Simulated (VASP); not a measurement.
# C in VASP: notebook

The runs below take C through single point, with PBE.

Everything below comes from runs of VASP 6.6.1. Logs are shortened: lines on timing, memory, paths and dates and some standing lists are left out, and cuts for length are marked.

## (1) The cell of the first run

Symmetry: Fd-3m, No. 227, cubic system. Conventional cell: a = 3.482 Å, b = 3.482 Å, c = 3.482 Å, α = 90.00°, β = 90.00°, γ = 90.00°. C (site symmetry -43m) has 4 C at 1.51 Å within 2.0 Å.

## (2) Single point, PBE (strain -0.025 along x and y, -0.025 along z)

INCAR

```
PREC = Accurate
ENCUT = 520
EDIFF = 1E-7
ISMEAR = 0
SIGMA = 0.05
LREAL = False
LASPH = True
NELM = 100
ALGO = Normal
ISIF = 2
LWAVE = False
LCHARG = False
GGA = PE
NBANDS = 11
```

KPOINTS

```
regular mesh
0
Gamma
  12 12 12
```

POSCAR

```
C
1.0
    0.0000000000      1.7410940939      1.7410940939
    1.7410940939      0.0000000000      1.7410940939
    1.7410940939      1.7410940939      0.0000000000
C
2
Direct
    0.5000000000      0.5000000000      0.5000000000
    0.7500000000      0.7500000000      0.7500000000
```

Potentials or basis: VASP PAW PBE potentials, release 64 (C).

The run is started by

```sh
> cat potpaw_PBE.64/C/POTCAR > POTCAR
> mpirun -np 1 vasp_std > vasp.out
```

OUTCAR:

```text
PREC = Accurate
   ENCUT = 520
   EDIFF = 1E-7
   ISMEAR = 0
   LREAL = False
   LASPH = True
   NELM = 100
   ISIF = 2
   GGA = PE

 ion  position               nearest neighbor table
   1  0.500  0.500  0.500-   2 1.51   2 1.51   2 1.51   2 1.51
   2  0.750  0.750  0.750-   1 1.51   1 1.51   1 1.51   1 1.51

  LATTYP: Found a face centered cubic cell.
 ALAT       =     3.4821881878

  Lattice vectors:

 A1 = (   0.0000000000,   1.7410940939,   1.7410940939)
 A2 = (   1.7410940939,   0.0000000000,   1.7410940939)
 A3 = (   1.7410940939,   1.7410940939,   0.0000000000)

Analysis of symmetry for initial positions (statically):
=====================================================================
 Subroutine PRICEL returns:
 Original cell was already a primitive cell.

 Routine SETGRP: Setting up the symmetry group for a
 face centered cubic supercell.

 Subroutine GETGRP returns: Found 48 space group operations
 (whereof 24 operations were pure point group operations)
 out of a pool of 48 trial point group operations.

The static configuration has the point symmetry T_d .
 The point group associated with its full space group is O_h .

Analysis of symmetry for dynamics (positions and initial velocities):
=====================================================================
 Subroutine PRICEL returns:
 Original cell was already a primitive cell.

 Routine SETGRP: Setting up the symmetry group for a
 face centered cubic supercell.

 Subroutine GETGRP returns: Found 48 space group operations
 (whereof 24 operations were pure point group operations)
 out of a pool of 48 trial point group operations.

The dynamic configuration has the point symmetry T_d .
 The point group associated with its full space group is O_h .

 Subroutine INISYM returns: Found 48 space group operations
 (whereof 24 operations are pure point group operations),
 and found     1 'primitive' translations

----------------------------------------------------------------------------------------

                                     Primitive cell

  volume of cell :      10.5559

  direct lattice vectors                    reciprocal lattice vectors
     0.000000000  1.741094094  1.741094094    -0.287175749  0.287175749  0.287175749
     1.741094094  0.000000000  1.741094094     0.287175749 -0.287175749  0.287175749
     1.741094094  1.741094094  0.000000000     0.287175749  0.287175749 -0.287175749

  length of vectors
     2.462278881  2.462278881  2.462278881     0.497402987  0.497402987  0.497402987

  position of ions in fractional coordinates (direct lattice)
     0.500000000  0.500000000  0.500000000
     0.750000000  0.750000000  0.750000000

  ion indices of the primitive-cell ions
   primitive index   ion index
                 1           1
                 2           2

----------------------------------------------------------------------------------------

 KPOINTS: regular mesh

Automatic generation of k-mesh.
 Grid dimensions read from file:
 generate k-points for:   12   12   12

 Generating k-lattice:

  Cartesian coordinates                     Fractional coordinates (reciprocal lattice)
    -0.023931312  0.023931312  0.023931312     0.083333333  0.000000000  0.000000000
     0.023931312 -0.023931312  0.023931312     0.000000000  0.083333333  0.000000000
     0.023931312  0.023931312 -0.023931312     0.000000000  0.000000000  0.083333333

  Length of vectors
     0.041450249  0.041450249  0.041450249

  Shift w.r.t. Gamma in fractional coordinates (k-lattice)
     0.000000000  0.000000000  0.000000000

 Subroutine IBZKPT returns following result:
 ===========================================

 Found     72 irreducible k-points:

 Following reciprocal coordinates:
            Coordinates               Weight
  0.000000  0.000000  0.000000      1.000000
  0.083333  0.000000  0.000000      8.000000
  0.166667  0.000000  0.000000      8.000000
  0.250000  0.000000  0.000000      8.000000
  0.333333  0.000000  0.000000      8.000000
  0.416667  0.000000  0.000000      8.000000
[... 16 lines left out ...]
  0.500000  0.166667  0.000000     24.000000
 -0.416667  0.166667  0.000000     24.000000
 [... further k-points ...]
   k-points           NKPTS =     72   k-points in BZ     NKDIM =     72   number of bands    NBANDS=     11
   number of dos      NEDOS =    301   number of ions     NIONS =      2
   total plane-waves  NPLWV =   5832
   dimension x,y,z NGX =    18 NGY =   18 NGZ =   18
   dimension x,y,z NGXF=    36 NGYF=   36 NGZF=   36
   ions per type =               2
   NGX,Y,Z   is equivalent  to a cutoff of  12.15, 12.15, 12.15 a.u.
   NGXF,Y,Z  is equivalent  to a cutoff of  24.31, 24.31, 24.31 a.u.
 SYSTEM =  unknown system
   PREC   = accura    normal or accurate (medium, high low for compatibility)
   ISTART =      0    job   : 0-new  1-cont  2-samecut
   ICHARG =      2    charge: 1-file 2-atom 10-const
   ISPIN  =      1    spin polarized calculation?
   LNONCOLLINEAR =      F non collinear calculations
   LSORBIT =      F    spin-orbit coupling
   LASPH  =      T    aspherical Exc in radial PAW
   ENCUT  =  520.0 eV  38.22 Ry    6.18 a.u.   4.58  4.58  4.58*2*pi/ulx,y,z
   NELM   =    100;   NELMIN=  2; NELMDL= -5     # of ELM steps
   EDIFF  = 0.1E-06   stopping-criterion for ELM
   LREAL  =      F    real-space projection
   EDIFFG = 0.1E-05   stopping-criterion for IOM
   NSW    =      0    number of steps for IOM
   IBRION =     -1    ionic relax: 0-MD 1-quasi-New 2-CG
   NFREE  =      0    steps in history (QN), initial steepest desc. (CG)
   ISIF   =      2    stress and relaxation
   ISYM   =      2    0-nonsym 1-usesym 2-fastsym
   POTIM  = 0.5000    time-step for ionic-motion
   TEBEG  =    0.0;   TEEND  =   0.0 temperature during run
   PSTRESS=    0.0 pullay stress
   NELECT =       8.0000    total number of electrons
   NUPDOWN=      -1.0000    fix difference up-down
   EMIN   =  10.00;   EMAX   =-10.00  energy-range for DOS
   EFERMI =   0.00;   METHOD = LEGACY
   ISMEAR =     0;   SIGMA  =   0.05  broadening in eV -4-tet -1-fermi 0-gaus
   EFERMI_NEDOS =   21; number of points for ismear=-14 and -15
   IALGO  =     38    algorithm
   IMIX   =      4    mixing-type and parameters
     AMIX     =   0.40;   BMIX     =  1.00
     AMIX_MAG =   1.60;   BMIX_MAG =  1.00
  volume/ion in A,a.u.               =       5.28        35.62
  Fermi-wavevector in a.u.,A,eV,Ry     =   1.492586  2.820578 30.311220  2.227812
  Thomas-Fermi vector in A             =   2.605095
   LORBIT       =      0    0 simple, 1 ext, 2 COOP (PROOUT), +10 PAW based schemes
   GGA     = PE    functional components
   LHFCALC =     F    Hartree Fock is set to
   AEXX    =    0.0000 exact exchange contribution
   IVDW    =     0    specifies the selected vdW correction
   LEPSILON=     F    determine dielectric tensor
   LRPA    =     F    only Hartree local field effects (RPA)
 non-spin polarized calculation
 Gauss-broadening in eV      SIGMA  =   0.05
  energy-cutoff  :      520.00
  volume of cell :       10.56
 maximum number of plane-waves:       295
   NGX =  9   NGY =  9   NGZ =  9

 number of electron       8.0000000 magnetization

 Free energy of the ion-electron system (eV)
  ---------------------------------------------------
  ext. energy  EPLUGINS =         0.00000000
  ---------------------------------------------------
  free energy    TOTEN  =       -18.08738880 eV

  energy without entropy =      -18.08738880  energy(sigma->0) =      -18.08738880

 E-fermi :  11.0176     XC(G=0): -13.6153

 val. band max:       10.7996118776   @ k =   0.0000   0.0000   0.0000
 cond. band min:      15.1198122033   @ k =   0.3333   0.3333   0.0000
 fundamental gap:      4.3202003256
 Fermi energy:        11.0176001820

 k-point     1 :       0.0000    0.0000    0.0000
  band No.  band energies     occupation
      1     -11.6697      2.00000
      2      10.7996      2.00000
      3      10.7996      2.00000
      4      10.7996      2.00000
      5      16.5886      0.00000
      6      16.5886      0.00000
      7      16.5886      0.00000
      8      25.8203      0.00000
      9      31.0435      0.00000
     10      38.1407      0.00000
     11      38.1407      0.00000

 k-point     2 :       0.0833    0.0000    0.0000
  band No.  band energies     occupation
      1     -11.4678      2.00000
      2       9.4992      2.00000
      3      10.4501      2.00000
      4      10.4501      2.00000
      5      17.0466      0.00000
      6      17.0466      0.00000
      7      17.3924      0.00000
      8      25.9272      0.00000
      9      31.3708      0.00000
     10      35.8792      0.00000
     11      35.8792      0.00000

 k-point     3 :       0.1667    0.0000    0.0000
  band No.  band energies     occupation
      1     -10.8642      2.00000
      2       6.8343      2.00000
      3       9.6972      2.00000
      4       9.6972      2.00000
      5      18.0318      0.00000
      6      18.0318      0.00000
      7      18.6642      0.00000
      8      26.2254      0.00000
      9      32.0519      0.00000
     10      34.1987      0.00000
     11      34.1987      0.00000

 k-point     4 :       0.2500    0.0000    0.0000
  band No.  band energies     occupation
      1      -9.8663      2.00000
      2       3.8554      2.00000
      3       8.9265      2.00000
      4       8.9265      2.00000
      5      18.9307      0.00000
      6      18.9307      0.00000
      7      19.6214      0.00000
      8      26.6243      0.00000
      9      32.5066      0.00000
     10      33.7906      0.00000
     11      33.7906      0.00000
[... 239 lines left out ...]
 k-point    22 :       0.4167    0.1667    0.0000
  band No.  band energies     occupation
      1      -7.2720      2.00000
      2       0.5200      2.00000
      3       6.3100      2.00000
      4       6.4510      2.00000
      5      17.7437      0.00000
      6      22.3423      0.00000
      7      22.7721      0.00000
      8      24.1192      0.00000
      9      32.8173      0.00000
     10      34.6052      0.00000
     11      39.2374      0.00000

 k-point    23 :       0.5000    0.1667    0.0000
  band No.  band energies     occupation
      1      -5.5635      2.00000
      2      -1.8796      2.00000
      3       5.5412      2.00000
      4       6.5486      2.00000
      5      18.1647      0.00000
      6      22.0260      0.00000
      7      22.9816      0.00000
      8      25.8238      0.00000
      9      31.8387      0.00000
     10      36.0300      0.00000
     11      38.4249      0.00000

 k-point    24 :      -0.4167    0.1667    0.0000
  band No.  band energies     occupation
      1      -5.0736      2.00000
      2      -2.4606      2.00000
      3       5.0167      2.00000
      4       6.9567      2.00000
      5      18.6289      0.00000
      6      21.4986      0.00000
      7      22.9662      0.00000
      8      27.1165      0.00000
      9      31.1049      0.00000
     10      35.8083      0.00000
     11      36.7862      0.00000

 [... further k-points ...]
[... 5 lines left out ...]
  --------------------------------------------------------------------------------------
  -------------------------------------------------------------------------------------
  Total        2.5594537      2.5594537      2.5594537      0.0000000      0.0000000     -0.0000000
  in kB      388.4732593    388.4732593    388.4732593      0.0000000      0.0000000     -0.0000000
  external PRESSURE =     388.4732593 kB  Pullay stress =       0.0000000 kB

 VOLUME and BASIS-vectors are now :
 -----------------------------------------------------------------------------
  energy-cutoff  :      520.00
  volume of cell :       10.56
      direct lattice vectors                 reciprocal lattice vectors
     0.000000000  1.741094094  1.741094094    -0.287175749  0.287175749  0.287175749
     1.741094094  0.000000000  1.741094094     0.287175749 -0.287175749  0.287175749
     1.741094094  1.741094094  0.000000000     0.287175749  0.287175749 -0.287175749

 POSITION                                       TOTAL-FORCE (eV/Angst)
 -----------------------------------------------------------------------------------
      1.74109      1.74109      1.74109        -0.000000     -0.000000     -0.000000
      2.61164      2.61164      2.61164         0.000000      0.000000      0.000000
 -----------------------------------------------------------------------------------
    total drift:                                0.000000     -0.000000      0.000000

  FREE ENERGIE OF THE ION-ELECTRON SYSTEM (eV)
  ---------------------------------------------------
  free  energy   TOTEN  =       -18.0873887981 eV

  energy  without entropy=      -18.0873887981  energy(sigma->0) =      -18.08738880
```

It took 3.8 s on 1 thread of Intel Xeon 6975P-C (Granite Rapids), shared host; peak memory 0.11 GiB.

Results:

```
Free energy            : -18.0874 eV
Pressure               : 38.8 GPa
Band gap on the k mesh : 4.32 eV, indirect (least direct gap 5.79 eV)
```

Caveat: the cell differs from its parent crystal (strain -0.025 along x and y, -0.025 along z). A k mesh can miss the band edges.

## (3) Single point, PBE (strain +0.025 along x and y, +0.025 along z)

INCAR

```
SYSTEM = C
ALGO     = Normal         ! electronic algorithm
EDIFF    = 1E-6           ! SCF threshold, eV
ENCUT    = 520            ! plane-wave cutoff, eV
GGA      = PE             ! functional
ISIF     = 2              ! what is computed and relaxed
ISMEAR   = 0              ! smearing method
LASPH    = .True.         ! aspherical terms in the spheres
LCHARG   = .False.        ! write CHGCAR
LREAL    = .False.        ! projectors in reciprocal space
LWAVE    = .False.        ! write WAVECAR
NBANDS   = 11             ! bands
NELM     = 80             ! most SCF steps
PREC     = Accurate       ! precision mode
SIGMA    = 0.05           ! smearing width, eV
```

KPOINTS

```
k-points
0
Gamma
  12 12 12
  0 0 0
```

POSCAR

```
C
1.0
    0.0000000000      1.8303809705      1.8303809705
    1.8303809705      0.0000000000      1.8303809705
    1.8303809705      1.8303809705      0.0000000000
C
2
Direct
    0.5000000000      0.5000000000      0.5000000000
    0.7500000000      0.7500000000      0.7500000000
```

Potentials or basis: VASP PAW PBE potentials, release 64 (C).

The run is started by

```sh
> cat potpaw_PBE.64/C/POTCAR > POTCAR
> mpirun -np 1 vasp_std > vasp.out
```

Wall time 3.7 s (1 thread of Intel Xeon 6975P-C (Granite Rapids), shared host); peak memory 0.11 GiB.

The run converged. Its results:

| Quantity | Value |
| --- | --- |
| Free energy | -18.1091 eV |
| Pressure | -27.5 GPa |
| Band gap on the k mesh | 3.98 eV, indirect (least direct gap 5.38 eV) |

Levels at points of the mesh, in eV from the valence-band top:
| k point | band 2 | band 3 | band 4 | band 5 | band 6 | band 7 |
| --- | --- | --- | --- | --- | --- | --- |
| (0.00, 0.00, 0.00) | 0.00 | 0.00 | 0.00 | 5.38 | 5.38 | 5.38 |
| (0.50, 0.00, 0.00) | -12.54 | -2.60 | -2.60 | 7.82 | 8.13 | 8.13 |
| (0.50, 0.50, 0.00) | -12.23 | -5.84 | -5.84 | 4.59 | 4.59 | 15.65 |

Caveat: the cell differs from its parent crystal (strain +0.025 along x and y, +0.025 along z). A k mesh can miss the band edges.

(Continued in part 2 of 2.)
